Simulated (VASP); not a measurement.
Al4CoNi3: single point with PBE

The system is Al4CoNi3.

```
Al Co Ni
1.0
    -2.95381    2.95381    2.95381
     2.95381   -2.95381    2.95381
     2.95381    2.95381   -2.95381
Al Co Ni
4 1 3
Cartesian
  1.4769 -1.4769 1.4769
  1.4769 1.4769 1.4769
  1.4769 1.4769 -1.4769
  -1.4769 1.4769 1.4769
  0.0000 0.0000 0.0000
  0.0000 2.9538 0.0000
  0.0000 0.0000 2.9538
  2.9538 0.0000 0.0000
```

```json
{
  "Program": "VASP 6.6.1",
  "Task": "single point",
  "Functional": "PBE",
  "Potentials or basis": "VASP PAW PBE potentials, release 64 (Al, Co, Ni)",
  "Cutoff": "520 eV",
  "k mesh": "4 × 4 × 4",
  "Occupations": "gaussian, width 0.1 eV",
  "Spin": "collinear spin, ferromagnetic start",
  "Starting moments": "[0.0, 0.0, 0.0, 0.0, 3.0, 2.0, 2.0, 2.0] μB"
}
```

```
Pressure                                              : -9.2 GPa
Net moment                                            : 1.49 μB per cell
Site moments                                          : Al +0.00; Co +0.97; Ni +0.17 μB
Valence electrons inside the program's atomic spheres : Al 0.77; Co 8.25; Ni 9.34
```

Levels at points of the mesh, in eV from the Fermi level:
Spin up:
| k point | band 22 | band 23 | band 24 | band 25 | band 26 | band 27 | band 28 | band 29 | band 30 | band 31 |
| --- | --- | --- | --- | --- | --- | --- | --- | --- | --- | --- |
| (0.00, 0.00, 0.00) | -1.41 | -1.41 | -1.41 | -1.12 | -1.12 | -1.12 | 1.29 | 1.29 | 1.45 | 2.16 |
| (0.50, 0.00, 0.00) | -1.63 | -1.18 | -1.07 | -0.70 | -0.64 | 0.91 | 0.92 | 2.31 | 2.46 | 4.94 |
| (0.50, 0.50, 0.50) | -1.10 | -1.10 | -0.79 | -0.76 | -0.76 | 2.09 | 2.09 | 2.09 | 3.04 | 4.17 |
Spin down:
| k point | band 22 | band 23 | band 24 | band 25 | band 26 | band 27 |
| --- | --- | --- | --- | --- | --- | --- |
| (0.00, 0.00, 0.00) | -1.04 | -1.04 | -1.04 | -0.84 | -0.36 | -0.36 |
| (0.50, 0.00, 0.00) | -1.28 | -1.12 | -0.61 | -0.46 | 0.24 | 1.04 |
| (0.50, 0.50, 0.50) | -0.72 | -0.72 | -0.50 | 0.26 | 0.26 | 2.11 |

Run time: 66 s on 1 thread of Intel(R) Xeon(R) Platinum 8559C (Emerald Rapids), on a shared host, peak memory 0.31 GiB.

Caveat: the k points lie up to 0.38 Å⁻¹ apart.
